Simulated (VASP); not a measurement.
# SrO in VASP: settings compared, part 3 of 3

VASP 6.6.1. The steps go on from the part before.

## Step 5: Single point, PBE (uniaxial x strain +0.9%)

INCAR

```
SYSTEM = SrO
  ALGO = Normal
  EDIFF = 1E-6
  ENCUT = 520
  GGA = PE
  ISIF = 2
  ISMEAR = -1
  LASPH = .TRUE.
  LCHARG = .TRUE.
  LELF = .TRUE.
  LREAL = .FALSE.
  LVHAR = .TRUE.
  LWAVE = .FALSE.
  NBANDS = 15
  NELM = 80
  PREC = Accurate
  SIGMA = 0.02
```

KPOINTS

```
k-points
0
G
  8 8 8
  0 0 0
```

POSCAR

```
SrO
1.0
    0.0000000000      2.5798923266      2.5798923266
    2.6025953790      0.0000000000      2.5798923266
    2.6025953790      2.5798923266      0.0000000000
Sr O
1 1
Direct
    0.0000000000      0.0000000000      0.0000000000
    0.5000000000      0.5000000000      0.5000000000
```

Potentials or basis: VASP PAW PBE potentials, release 64 (Sr_sv, O).

Command:

```
cat potpaw_PBE.64/Sr_sv/POTCAR potpaw_PBE.64/O/POTCAR > POTCAR
mpirun -np 1 vasp_std > vasp.out
```

OUTCAR:

```text
SYSTEM = SrO
   EDIFF = 1E-6
   ENCUT = 520
   GGA = PE
   ISIF = 2
   ISMEAR = -1
   LASPH = .TRUE.
   LREAL = .FALSE.
   NELM = 80
   PREC = Accurate

 ion  position               nearest neighbor table
   1  0.000  0.000  0.000-   2 2.58   2 2.58   2 2.58   2 2.58   2 2.60   2 2.60
   2  0.500  0.500  0.500-   1 2.58   1 2.58   1 2.58   1 2.58   1 2.60   1 2.60

  LATTYP: Found a body centered tetragonal cell.
 ALAT       =     3.6485187177
 C/A-ratio  =     1.4266586417

  Lattice vectors:

 A1 = (   2.6025953790,   0.0000000000,   2.5798923266)
 A2 = (   2.6025953790,   0.0000000000,  -2.5798923266)
 A3 = (  -2.6025953790,   2.5798923266,   0.0000000000)

Analysis of symmetry for initial positions (statically):
=====================================================================
 Subroutine PRICEL returns:
 Original cell was already a primitive cell.

 Routine SETGRP: Setting up the symmetry group for a
 body centered tetragonal supercell.

 Subroutine GETGRP returns: Found 16 space group operations
 (whereof 16 operations were pure point group operations)
 out of a pool of 16 trial point group operations.

The static configuration has the point symmetry D_4h.

Analysis of symmetry for dynamics (positions and initial velocities):
=====================================================================
 Subroutine PRICEL returns:
 Original cell was already a primitive cell.

 Routine SETGRP: Setting up the symmetry group for a
 body centered tetragonal supercell.

 Subroutine GETGRP returns: Found 16 space group operations
 (whereof 16 operations were pure point group operations)
 out of a pool of 16 trial point group operations.

The dynamic configuration has the point symmetry D_4h.

 Subroutine INISYM returns: Found 16 space group operations
 (whereof 16 operations are pure point group operations),
 and found     1 'primitive' translations

----------------------------------------------------------------------------------------

                                     Primitive cell

  volume of cell :      34.6449

  direct lattice vectors                    reciprocal lattice vectors
     0.000000000  2.579892327  2.579892327    -0.192115918  0.193806538  0.193806538
     2.602595379  0.000000000  2.579892327     0.192115918 -0.193806538  0.193806538
     2.602595379  2.579892327  0.000000000     0.192115918  0.193806538 -0.193806538

  length of vectors
     3.648518718  3.664607363  3.664607363     0.334709537  0.334709537  0.334709537

  position of ions in fractional coordinates (direct lattice)
     0.000000000  0.000000000  0.000000000
     0.500000000  0.500000000  0.500000000

  ion indices of the primitive-cell ions
   primitive index   ion index
                 1           1
                 2           2

----------------------------------------------------------------------------------------

 KPOINTS: k-points

Automatic generation of k-mesh.
 Grid dimensions read from file:
 generate k-points for:    8    8    8

 Generating k-lattice:

  Cartesian coordinates                     Fractional coordinates (reciprocal lattice)
    -0.024014490  0.024225817  0.024225817     0.125000000 -0.000000000 -0.000000000
[... 39 lines left out ...]
  0.375000  0.125000  0.125000      8.000000
 [... further k-points ...]
   k-points           NKPTS =     59   k-points in BZ     NKDIM =     59   number of bands    NBANDS=     15
   number of dos      NEDOS =    301   number of ions     NIONS =      2
   total plane-waves  NPLWV =  21952
   dimension x,y,z NGX =    28 NGY =   28 NGZ =   28
   dimension x,y,z NGXF=    56 NGYF=   56 NGZF=   56
   ions per type =               1   1
   NGX,Y,Z   is equivalent  to a cutoff of  12.76, 12.70, 12.70 a.u.
   NGXF,Y,Z  is equivalent  to a cutoff of  25.52, 25.40, 25.40 a.u.
 SYSTEM =  SrO
   PREC   = accura    normal or accurate (medium, high low for compatibility)
   ISTART =      0    job   : 0-new  1-cont  2-samecut
   ICHARG =      2    charge: 1-file 2-atom 10-const
   ISPIN  =      1    spin polarized calculation?
   LNONCOLLINEAR =      F non collinear calculations
   LSORBIT =      F    spin-orbit coupling
   LASPH  =      T    aspherical Exc in radial PAW
   ENCUT  =  520.0 eV  38.22 Ry    6.18 a.u.   6.78  6.81  6.81*2*pi/ulx,y,z
   NELM   =     80;   NELMIN=  2; NELMDL= -5     # of ELM steps
   EDIFF  = 0.1E-05   stopping-criterion for ELM
   LREAL  =      F    real-space projection
   EDIFFG = 0.1E-04   stopping-criterion for IOM
   NSW    =      0    number of steps for IOM
   IBRION =     -1    ionic relax: 0-MD 1-quasi-New 2-CG
   NFREE  =      0    steps in history (QN), initial steepest desc. (CG)
   ISIF   =      2    stress and relaxation
   ISYM   =      2    0-nonsym 1-usesym 2-fastsym
   POTIM  = 0.5000    time-step for ionic-motion
   TEBEG  =    0.0;   TEEND  =   0.0 temperature during run
   PSTRESS=    0.0 pullay stress
   NELECT =      16.0000    total number of electrons
   NUPDOWN=      -1.0000    fix difference up-down
   EMIN   =  10.00;   EMAX   =-10.00  energy-range for DOS
   EFERMI =   0.00;   METHOD = LEGACY
   ISMEAR =    -1;   SIGMA  =   0.02  broadening in eV -4-tet -1-fermi 0-gaus
   EFERMI_NEDOS =   21; number of points for ismear=-14 and -15
   IALGO  =     38    algorithm
   IMIX   =      4    mixing-type and parameters
     AMIX     =   0.40;   BMIX     =  1.00
     AMIX_MAG =   1.60;   BMIX_MAG =  1.00
  volume/ion in A,a.u.               =      17.32       116.90
  Fermi-wavevector in a.u.,A,eV,Ry     =   1.265421  2.391298 21.786862  1.601289
  Thomas-Fermi vector in A             =   2.398675
   LORBIT       =      0    0 simple, 1 ext, 2 COOP (PROOUT), +10 PAW based schemes
   GGA     = PE    functional components
   LHFCALC =     F    Hartree Fock is set to
   AEXX    =    0.0000 exact exchange contribution
   IVDW    =     0    specifies the selected vdW correction
   LEPSILON=     F    determine dielectric tensor
   LRPA    =     F    only Hartree local field effects (RPA)
 non-spin polarized calculation
  energy-cutoff  :      520.00
  volume of cell :       34.64
 maximum number of plane-waves:       942
   NGX = 13   NGY = 13   NGZ = 13

 number of electron      15.9999999 magnetization

 Free energy of the ion-electron system (eV)
  ---------------------------------------------------
  ext. energy  EPLUGINS =         0.00000000
  ---------------------------------------------------
  free energy    TOTEN  =       -12.05112536 eV

  energy without entropy =      -12.05112536  energy(sigma->0) =      -12.05112536

 E-fermi :   2.0310     XC(G=0):  -9.9363

 val. band max:        1.5836897970   @ k =   0.0000   0.0000   0.0000
 cond. band min:       4.8389370531   @ k =   0.5000   0.5000   0.0000
 fundamental gap:      3.2552472561
 Fermi energy:         2.0309534160

 k-point     1 :       0.0000    0.0000    0.0000
  band No.  band energies     occupation
      1     -30.8823      2.00000
      2     -13.4925      2.00000
      3     -12.5444      2.00000
      4     -12.5372      2.00000
      5     -12.5372      2.00000
      6       1.5548      2.00000
      7       1.5837      2.00000
      8       1.5837      2.00000
      9       5.4199      0.00000
     10       7.6993      0.00000
     11       7.7642      0.00000
     12       7.7642      0.00000
     13       9.8117      0.00000
     14       9.9243      0.00000
[... 401 lines left out ...]
      2     -14.5854      2.00000
      3     -12.7367      2.00000
      4     -12.5641      2.00000
      5     -11.6250      2.00000
      6       0.0142      2.00000
      7       0.6797      2.00000
      8       1.0936      2.00000
      9       7.4316      0.00000
     10       8.0746      0.00000
     11       9.0710      0.00000
     12       9.8323      0.00000
     13      11.7506      0.00000
     14      12.1175      0.00000
     15      17.5284      0.00000

 [... further k-points ...]

------------------------ aborting loop because EDIFF is reached ----------------------------------------

  FORCE on cell =-STRESS in cart. coord.  units (eV):
  Direction    XX          YY          ZZ          XY          YZ          ZX
  --------------------------------------------------------------------------------------
  -------------------------------------------------------------------------------------
  Total        0.1784159      0.4173134      0.4173134     -0.0000000      0.0000000      0.0000000
  in kB        8.2509580     19.2989251     19.2989251     -0.0000000      0.0000000      0.0000000
  external PRESSURE =      15.6162694 kB  Pullay stress =       0.0000000 kB

 VOLUME and BASIS-vectors are now :
 -----------------------------------------------------------------------------
  energy-cutoff  :      520.00
  volume of cell :       34.64
      direct lattice vectors                 reciprocal lattice vectors
     0.000000000  2.579892327  2.579892327    -0.192115918  0.193806538  0.193806538
     2.602595379  0.000000000  2.579892327     0.192115918 -0.193806538  0.193806538
     2.602595379  2.579892327  0.000000000     0.192115918  0.193806538 -0.193806538

 POSITION                                       TOTAL-FORCE (eV/Angst)
 -----------------------------------------------------------------------------------
      0.00000      0.00000      0.00000         0.000000      0.000000      0.000000
      2.60260      2.57989      2.57989         0.000000      0.000000     -0.000000
 -----------------------------------------------------------------------------------
    total drift:                                0.000000      0.000000      0.000000

  FREE ENERGIE OF THE ION-ELECTRON SYSTEM (eV)
  ---------------------------------------------------
  free  energy   TOTEN  =       -12.0511253560 eV

  energy  without entropy=      -12.0511253560  energy(sigma->0) =      -12.05112536
```

OSZICAR:

```text
N       E                     dE             d eps       ncg     rms          rms(c)
DAV:   1     0.662813908043E+02    0.66281E+02   -0.84288E+03  1778   0.104E+03
DAV:   2    -0.112227525478E+02   -0.77504E+02   -0.70724E+02  2461   0.218E+02
DAV:   3    -0.141920509549E+02   -0.29693E+01   -0.29535E+01  2292   0.384E+01
DAV:   4    -0.142502080694E+02   -0.58157E-01   -0.58151E-01  2251   0.519E+00
DAV:   5    -0.142516778109E+02   -0.14697E-02   -0.14697E-02  2224   0.675E-01    0.159E+01
DAV:   6    -0.122057540275E+02    0.20459E+01   -0.67398E+00  1819   0.193E+01    0.187E+01
DAV:   7    -0.120600395013E+02    0.14571E+00   -0.31085E-01  2057   0.491E+00    0.109E+01
DAV:   8    -0.120492509197E+02    0.10789E-01   -0.12060E-01  2239   0.348E+00    0.393E-01
DAV:   9    -0.120504980404E+02   -0.12471E-02   -0.59962E-03  2224   0.491E-01    0.234E-01
DAV:  10    -0.120509544590E+02   -0.45642E-03   -0.44018E-04  1931   0.198E-01    0.888E-02
DAV:  11    -0.120511067409E+02   -0.15228E-03   -0.15509E-04  1938   0.919E-02    0.276E-02
DAV:  12    -0.120511254245E+02   -0.18684E-04   -0.28127E-05  1861   0.388E-02    0.241E-02
DAV:  13    -0.120511253560E+02    0.68520E-07   -0.16981E-06  1972   0.114E-02
   1 F= -.12051125E+02 E0= -.12051125E+02  d E =-.939215E-12
```

stdout:

```text
POSCAR found type information on POSCAR SrO
 POSCAR found :  2 types and       2 ions
 scaLAPACK will be used
 LDA part: xc-table for (Slater+PW92), standard interpolation
 POSCAR, INCAR and KPOINTS ok, starting setup
 FFT: planning ... GRIDC
 FFT: planning ... GRID_SOFT
 FFT: planning ... GRID
 WAVECAR not read
 entering main loop
```

Wall time 29 s (1 thread of Intel Xeon Platinum 8488C (Sapphire Rapids), shared host); peak memory 0.17 GiB.

What came out:

- Free energy: -12.0511 eV
- Pressure: 1.6 GPa
- Band gap on the k mesh: 3.26 eV (least direct gap 3.35 eV)

Levels at points of the mesh, in eV from the valence-band top:
```tsv
k point	band 4	band 5	band 6	band 7	band 8	band 9	band 10	band 11	band 12	band 13
(0.00, 0.00, 0.00)	-14.12	-14.12	-0.03	0.00	0.00	3.84	6.12	6.18	6.18	8.23
(0.50, 0.00, 0.00)	-14.19	-12.94	-2.14	-1.11	-1.11	6.46	8.29	8.72	8.74	11.68
(0.50, 0.50, 0.00)	-14.48	-14.47	-0.46	-0.13	-0.10	3.26	7.65	10.04	10.21	10.88
(0.00, 0.50, 0.50)	-14.46	-14.46	-0.51	-0.10	-0.10	3.29	7.65	10.04	10.18	10.93
```

Caveat: the cell differs from its parent crystal (uniaxial x strain +0.9%).

## Step 6: Single point, r2SCAN (epitaxial xy strain -3.4%)

POSCAR

```
SrO
1.0
    0.0000000000      2.4926919659      2.6297333939
    2.4926919659      0.0000000000      2.6297333939
    2.4926919659      2.4926919659      0.0000000000
Sr O
1 1
Direct
    0.0000000000      0.0000000000      0.0000000000
    0.5000000000      0.5000000000      0.5000000000
```

INCAR.step1

```
SYSTEM = SrO
ALGO     = Normal         ! electronic algorithm
EDIFF    = 1E-4           ! SCF threshold, eV
ENCUT    = 520            ! plane-wave cutoff, eV
GGA      = PE             ! functional
ISMEAR   = 0              ! smearing method
LASPH    = .TRUE.         ! aspherical terms in the spheres
LCHARG   = .FALSE.        ! write CHGCAR
LREAL    = .FALSE.        ! projectors in reciprocal space
LWAVE    = .TRUE.         ! write WAVECAR
NBANDS   = 15             ! bands
NELM     = 80             ! most SCF steps
PREC     = Accurate       ! precision mode
SIGMA    = 0.01           ! smearing width, eV
```

INCAR.step2

```
SYSTEM = SrO
ALGO     = Normal         ! electronic algorithm
EDIFF    = 1E-7           ! SCF threshold, eV
ENCUT    = 520            ! plane-wave cutoff, eV
ISIF     = 2              ! what is computed and relaxed
ISMEAR   = 0              ! smearing method
ISTART   = 1            
LASPH    = .TRUE.         ! aspherical terms in the spheres
LCHARG   = .FALSE.        ! write CHGCAR
LMIXTAU  = .TRUE.       
LREAL    = .FALSE.        ! projectors in reciprocal space
LWAVE    = .FALSE.        ! write WAVECAR
METAGGA  = R2SCAN         ! meta-GGA
NBANDS   = 15             ! bands
NELM     = 80             ! most SCF steps
PREC     = Accurate       ! precision mode
SIGMA    = 0.01           ! smearing width, eV
```

KPOINTS is that of step 5.

Potentials or basis: VASP PAW PBE potentials, release 64 (Sr_sv, O).

Command:

```
cat potpaw_PBE.64/Sr_sv/POTCAR potpaw_PBE.64/O/POTCAR > POTCAR
cp INCAR.step1 INCAR
mpirun -np 1 vasp_std > vasp.out
cp INCAR.step2 INCAR
mpirun -np 1 vasp_std > vasp.out
```

It took 1.8 min on 1 thread of Intel Xeon Platinum 8488C (Sapphire Rapids), shared host; peak memory 0.18 GiB.

The run converged. Its results:

```yaml
Free_energy: -26.9882 eV
Pressure: 6.6 GPa
Band_gap_on_the_k_mesh: 3.59 eV (least direct gap 3.62 eV)
```

Stress tensor (GPa, compression positive):
```
9.63 0.00 0.00
0.00 9.63 0.00
0.00 0.00 0.44
```

Levels at points of the mesh, in eV from the valence-band top:
```tsv
k point	band 5	band 6	band 7	band 8	band 9	band 10	band 11	band 12
(0.00, 0.00, 0.00)	-14.36	-0.20	0.00	0.00	4.80	6.53	6.95	6.95
(0.50, 0.00, 0.00)	-13.27	-2.27	-1.30	-1.29	7.21	9.31	9.64	9.70
(0.50, 0.50, 0.00)	-14.71	-0.64	-0.05	-0.05	3.79	8.78	11.17	11.27
(0.50, 0.00, 0.50)	-14.78	-0.30	-0.28	-0.02	3.59	8.72	11.17	11.44
```

Caveat: the cell differs from its parent crystal (epitaxial xy strain -3.4%); the stress differs along the axes, from 0 to 10 GPa; the PAW data sets were made with another functional, which shifts forces and pressure a little.

## Step 7: Overview

| level | cell | smearing | gap on the mesh (eV) | pressure (GPa) |
| --- | --- | --- | --- | --- |
| PBE | a = 3.585 Å, angles 60.0°, 2 atoms | fermi-dirac 0.02 eV | 3.24 | 8.0 |
| r2SCAN | a = 3.585 Å, angles 60.0°, 2 atoms | gaussian 0.01 eV | 3.72 | 6.2 |
| PBE | a = 3.623, b = 3.623, c = 3.525 Å, angles 60.9, 60.9, 58.2°, 2 atoms | fermi-dirac 0.02 eV | 3.12 | 8.3 |
| PBE | a = 3.649, b = 3.665, c = 3.665 Å, angles 59.7, 60.1, 60.1°, 2 atoms | fermi-dirac 0.02 eV | 3.26 | 1.6 |
| r2SCAN | a = 3.623, b = 3.623, c = 3.525 Å, angles 60.9, 60.9, 58.2°, 2 atoms | gaussian 0.01 eV | 3.59 | 6.6 |

Alike in all rows: task single point; potentials or basis VASP PAW PBE potentials, release 64 (Sr_sv, O); no spin polarisation; k mesh 8 × 8 × 8; cutoff (eV) 520.

Caveats: the cell stands under pressure (at least some runs); the PAW data sets were made with another functional, which shifts forces and pressure a little (at least some runs); the stress differs along the axes, from 2 to 11 GPa (at least some runs); the stress differs along the axes, from 0 to 10 GPa (at least some runs).

Total energies depend on the potentials used, so only differences within one code and one set of settings carry meaning.
